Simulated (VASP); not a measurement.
# Ir (Fm-3m) in VASP: a series of runs, part 3 of 3

VASP 6.6.1. Earlier steps stand in the parts before.

**5. Single point, r2SCAN, collinear spin, ferromagnetic start**

Input file POSCAR:

```
Ir
1.0
    0.0000000000      1.9225767074      1.9225767074
    1.9225767074      0.0000000000      1.9225767074
    1.9225767074      1.9225767074      0.0000000000
Ir
1
Direct
    0.0000000000      0.0000000000      0.0000000000
```

Input file INCAR.step1:

```
SYSTEM = Ir
ALGO = Normal
EDIFF = 1E-4
ENCUT = 520
GGA = PE
ISMEAR = -1
ISPIN = 2
LASPH = .TRUE.
LCHARG = .FALSE.
LMAXMIX = 4
LREAL = .FALSE.
LWAVE = .TRUE.
MAGMOM = 1
NBANDS = 14
NELM = 150
PREC = Accurate
SIGMA = 0.1
```

Input file INCAR.step2:

```
SYSTEM = Ir
ALGO = Normal
EDIFF = 1E-7
ENCUT = 520
ISIF = 2
ISMEAR = -1
ISPIN = 2
ISTART = 1
LASPH = .TRUE.
LCHARG = .FALSE.
LMAXMIX = 4
LMIXTAU = .TRUE.
LORBIT = 11
LREAL = .FALSE.
LWAVE = .FALSE.
MAGMOM = 1
METAGGA = R2SCAN
NBANDS = 14
NELM = 150
PREC = Accurate
SIGMA = 0.1
```

Input file KPOINTS:

```
k-points
0
G
  7 7 7
  0 0 0
```

Potentials or basis: VASP PAW PBE potentials, release 64 (Ir).

On the command line:

```console
$ cat potpaw_PBE.64/Ir/POTCAR > POTCAR
$ cp INCAR.step1 INCAR
$ mpirun -np 1 vasp_std > vasp.out
$ cp INCAR.step2 INCAR
$ mpirun -np 1 vasp_std > vasp.out
```

OUTCAR:

```text
SYSTEM = Ir
   EDIFF = 1E-7
   ENCUT = 520
   ISIF = 2
   ISMEAR = -1
   ISPIN = 2
   ISTART = 1
   LASPH = .TRUE.
   LORBIT = 11
   LREAL = .FALSE.
   METAGGA = R2SCAN
   NELM = 150
   PREC = Accurate

 ion  position               nearest neighbor table
   1  0.000  0.000  0.000-

  LATTYP: Found a face centered cubic cell.
 ALAT       =     3.8451534148

  Lattice vectors:

 A1 = (   0.0000000000,   1.9225767074,   1.9225767074)
 A2 = (   1.9225767074,   0.0000000000,   1.9225767074)
 A3 = (   1.9225767074,   1.9225767074,   0.0000000000)

Analysis of symmetry for initial positions (statically):
=====================================================================
 Subroutine PRICEL returns:
 Original cell was already a primitive cell.

 Routine SETGRP: Setting up the symmetry group for a
 face centered cubic supercell.

 Subroutine GETGRP returns: Found 48 space group operations
 (whereof 48 operations were pure point group operations)
 out of a pool of 48 trial point group operations.

The static configuration has the point symmetry O_h .

Analysis of symmetry for dynamics (positions and initial velocities):
=====================================================================
 Subroutine PRICEL returns:
 Original cell was already a primitive cell.

 Routine SETGRP: Setting up the symmetry group for a
 face centered cubic supercell.

 Subroutine GETGRP returns: Found 48 space group operations
 (whereof 48 operations were pure point group operations)
 out of a pool of 48 trial point group operations.

The dynamic configuration has the point symmetry O_h .

Analysis of structural, dynamic, and magnetic symmetry:
=====================================================================
 Subroutine PRICEL returns:
 Original cell was already a primitive cell.

 Routine SETGRP: Setting up the symmetry group for a
 face centered cubic supercell.

 Subroutine GETGRP returns: Found 48 space group operations
 (whereof 48 operations were pure point group operations)
 out of a pool of 48 trial point group operations.

The overall configuration has the point symmetry O_h .

 Subroutine INISYM returns: Found 48 space group operations
 (whereof 48 operations are pure point group operations),
 and found     1 'primitive' translations

----------------------------------------------------------------------------------------

                                     Primitive cell

  volume of cell :      14.2128

  direct lattice vectors                    reciprocal lattice vectors
     0.000000000  1.922576707  1.922576707    -0.260067647  0.260067647  0.260067647
     1.922576707  0.000000000  1.922576707     0.260067647 -0.260067647  0.260067647
     1.922576707  1.922576707  0.000000000     0.260067647  0.260067647 -0.260067647

  length of vectors
     2.718934054  2.718934054  2.718934054     0.450450378  0.450450378  0.450450378

  position of ions in fractional coordinates (direct lattice)
     0.000000000  0.000000000  0.000000000

  ion indices of the primitive-cell ions
   primitive index   ion index
                 1           1

----------------------------------------------------------------------------------------

 KPOINTS: k-points

Automatic generation of k-mesh.
[... 72 lines left out ...]
   NELECT =       9.0000    total number of electrons
   NUPDOWN=      -1.0000    fix difference up-down
   EMIN   =  10.00;   EMAX   =-10.00  energy-range for DOS
   EFERMI =   0.00;   METHOD = LEGACY
   ISMEAR =    -1;   SIGMA  =   0.10  broadening in eV -4-tet -1-fermi 0-gaus
   EFERMI_NEDOS =   21; number of points for ismear=-14 and -15
   IALGO  =     38    algorithm
   IMIX   =      4    mixing-type and parameters
     AMIX     =   0.40;   BMIX     =  1.00
     AMIX_MAG =   1.60;   BMIX_MAG =  1.00
  volume/ion in A,a.u.               =      14.21        95.91
  Fermi-wavevector in a.u.,A,eV,Ry     =   1.405817  2.656608 26.889469  1.976320
  Thomas-Fermi vector in A             =   2.528240
   LORBIT       =     11    0 simple, 1 ext, 2 COOP (PROOUT), +10 PAW based schemes
   METAGGA = R2SCAN    functional components
   LHFCALC =     F    Hartree Fock is set to
   AEXX    =    0.0000 exact exchange contribution
   IVDW    =     0    specifies the selected vdW correction
   LEPSILON=     F    determine dielectric tensor
   LRPA    =     F    only Hartree local field effects (RPA)
 spin polarized calculation
  energy-cutoff  :      520.00
  volume of cell :       14.21
 maximum number of plane-waves:       393
   NGX = 11   NGY = 11   NGZ = 11

 number of electron       9.0000000 magnetization      -0.0000008

 number of electron       9.0000000 magnetization       0.0000012

 Free energy of the ion-electron system (eV)
  ---------------------------------------------------
  ext. energy  EPLUGINS =         0.00000000
  ---------------------------------------------------
  free energy    TOTEN  =       -52.45773147 eV

  energy without entropy =      -52.44257288  energy(sigma->0) =      -52.45015217

 E-fermi :  10.1696     XC(G=0): -15.2883

 val. band max:       10.0437938875   @ k =   0.2857   0.2857   0.0000
 cond. band min:      10.1902544174   @ k =  -0.4286   0.4286   0.0000
 fundamental gap:      0.1464605299
 Fermi energy:        10.1696365854

 spin component 1

 k-point     1 :       0.0000    0.0000    0.0000
  band No.  band energies     occupation
      1      -1.3789      1.00000
      2       6.1347      1.00000
      3       6.1347      1.00000
      4       6.1347      1.00000
      5       8.8231      1.00000
      6       8.8231      1.00000
      7      25.2044      0.00000
      8      31.0479      0.00000
      9      31.0480      0.00000
     10      31.0480      0.00000
     11      36.4926      0.00000
     12      42.4627      0.00000
     13      42.4627      0.00000
     14      42.4627      0.00000
[... 308 lines left out ...]
  band No.  band energies     occupation
      1       3.6261      1.00000
      2       4.4428      1.00000
      3       5.7982      1.00000
      4       8.4299      1.00000
      5      11.1695      0.00005
      6      17.1165      0.00000
      7      19.3506      0.00000
      8      21.1979      0.00000
      9      25.1842      0.00000
     10      34.2362      0.00000
     11      37.5406      0.00000
     12      40.8795      0.00000
     13      42.7581      0.00000
     14      42.7950      0.00000
 Fermi energy:        10.1696365854

 spin component 2

 k-point     1 :       0.0000    0.0000    0.0000
  band No.  band energies     occupation
      1      -1.3789      1.00000
      2       6.1347      1.00000
      3       6.1347      1.00000
      4       6.1347      1.00000
      5       8.8231      1.00000
      6       8.8231      1.00000
      7      25.2044      0.00000
      8      31.0479      0.00000
      9      31.0480      0.00000
     10      31.0480      0.00000
     11      36.4926      0.00000
     12      42.4627      0.00000
     13      42.4627      0.00000
     14      42.4627      0.00000
[... 309 lines left out ...]
      1       3.6261      1.00000
      2       4.4428      1.00000
      3       5.7982      1.00000
      4       8.4299      1.00000
      5      11.1695      0.00005
      6      17.1165      0.00000
      7      19.3506      0.00000
      8      21.1979      0.00000
      9      25.1842      0.00000
     10      34.2362      0.00000
     11      37.5406      0.00000
     12      40.8795      0.00000
     13      42.7582      0.00000
     14      42.7940      0.00000

------------------------ aborting loop because EDIFF is reached ----------------------------------------

  FORCE on cell =-STRESS in cart. coord.  units (eV):
  Direction    XX          YY          ZZ          XY          YZ          ZX
  --------------------------------------------------------------------------------------
  -------------------------------------------------------------------------------------
  Total        0.0935737      0.0935737      0.0935737      0.0000000      0.0000000      0.0000000
  in kB       10.5483205     10.5483205     10.5483205      0.0000000      0.0000000      0.0000000
  external PRESSURE =      10.5483205 kB  Pullay stress =       0.0000000 kB

 VOLUME and BASIS-vectors are now :
 -----------------------------------------------------------------------------
  energy-cutoff  :      520.00
  volume of cell :       14.21
      direct lattice vectors                 reciprocal lattice vectors
     0.000000000  1.922576707  1.922576707    -0.260067647  0.260067647  0.260067647
     1.922576707  0.000000000  1.922576707     0.260067647 -0.260067647  0.260067647
     1.922576707  1.922576707  0.000000000     0.260067647  0.260067647 -0.260067647

 POSITION                                       TOTAL-FORCE (eV/Angst)
 -----------------------------------------------------------------------------------
      0.00000      0.00000      0.00000         0.000000      0.000000      0.000000
 -----------------------------------------------------------------------------------
    total drift:                                0.000000     -0.000000     -0.000000

  FREE ENERGIE OF THE ION-ELECTRON SYSTEM (eV)
  ---------------------------------------------------
  free  energy   TOTEN  =       -52.4577314650 eV

  energy  without entropy=      -52.4425728843  energy(sigma->0) =      -52.45015217

 total charge

# of ion       s       p       d       tot
------------------------------------------
    1        0.672   0.726   6.982   8.380

 magnetization (x)

# of ion       s       p       d       tot
------------------------------------------
    1        0.000   0.000   0.000   0.000
```

OUTCAR.step1:

```text
SYSTEM = Ir
   EDIFF = 1E-4
   ENCUT = 520
   GGA = PE
   ISMEAR = -1
   ISPIN = 2
   LASPH = .TRUE.
[... 910 lines left out ...]
 -----------------------------------------------------------------------------------
      0.00000      0.00000      0.00000        -0.000000     -0.000000     -0.000000
 -----------------------------------------------------------------------------------
    total drift:                                0.000000      0.000000     -0.000000

  FREE ENERGIE OF THE ION-ELECTRON SYSTEM (eV)
  ---------------------------------------------------
  free  energy   TOTEN  =        -8.9279599970 eV

  energy  without entropy=       -8.9091832604  energy(sigma->0) =       -8.91857163
```

OSZICAR.step1:

```text
N       E                     dE             d eps       ncg     rms          rms(c)
DAV:   1     0.522796143073E+02    0.52280E+02   -0.43862E+03  1120   0.633E+02
DAV:   2    -0.811279630727E+01   -0.60392E+02   -0.56461E+02  1270   0.168E+02
DAV:   3    -0.934210358736E+01   -0.12293E+01   -0.12260E+01  1504   0.262E+01
DAV:   4    -0.935063021786E+01   -0.85266E-02   -0.85251E-02  1356   0.209E+00
DAV:   5    -0.935076138924E+01   -0.13117E-03   -0.13116E-03  1464   0.252E-01    0.153E+01
DAV:   6    -0.901060059451E+01    0.34016E+00   -0.60936E-01  1570   0.785E+00    0.632E+00
DAV:   7    -0.892982875568E+01    0.80772E-01   -0.20384E-01  1622   0.390E+00    0.288E+00
DAV:   8    -0.893079964350E+01   -0.97089E-03   -0.49764E-03  1436   0.535E-01    0.113E+00
DAV:   9    -0.892811039507E+01    0.26892E-02   -0.10574E-03  1534   0.291E-01    0.351E-01
DAV:  10    -0.892795306927E+01    0.15733E-03   -0.41650E-04  1420   0.196E-01    0.604E-02
DAV:  11    -0.892795999700E+01   -0.69277E-05   -0.89299E-06  1058   0.218E-02
   1 F= -.89279600E+01 E0= -.89185716E+01  d E =-.187767E-01  mag=    -0.0004
```

It took 22 s on 1 thread of Intel Xeon 6975P-C, shared host; peak memory 0.14 GiB.

What came out:

```
Free energy                                           : -52.4577 eV
Pressure                                              : 1.1 GPa
Net moment                                            : 0.00 μB per cell
Valence electrons inside the program's atomic spheres : Ir 8.38
```

Caveat: the k points lie up to 0.40 Å⁻¹ apart; the PAW data sets were made with another functional, which shifts forces and pressure a little; spin-orbit coupling is left out, which moves the levels of the heavy elements.

**6. The runs side by side**

| spin | k mesh | smearing | gap on the mesh (eV) | pressure (GPa) |
| --- | --- | --- | --- | --- |
| off | 14 × 14 × 14 | methfessel-paxton 0.01 eV | none | 2.2 |
| off | 14 × 14 × 14 | methfessel-paxton 0.03 eV | none | 2.3 |
| off | 14 × 14 × 14 | methfessel-paxton 0.1 eV | none | 2.2 |
| collinear, ferromagnetic start | 7 × 7 × 7 | fermi-dirac 0.1 eV | none | 1.1 |

Alike in all rows: task single point; level r2SCAN; potentials or basis VASP PAW PBE potentials, release 64 (Ir); cell as given; cutoff (eV) 520.

Caveats: some runs use coarse meshes; the PAW data sets were made with another functional, which shifts forces and pressure a little; spin-orbit coupling is left out, which moves the levels of the heavy elements.

Total energies depend on the potentials used, so only differences within one code and one set of settings carry meaning.
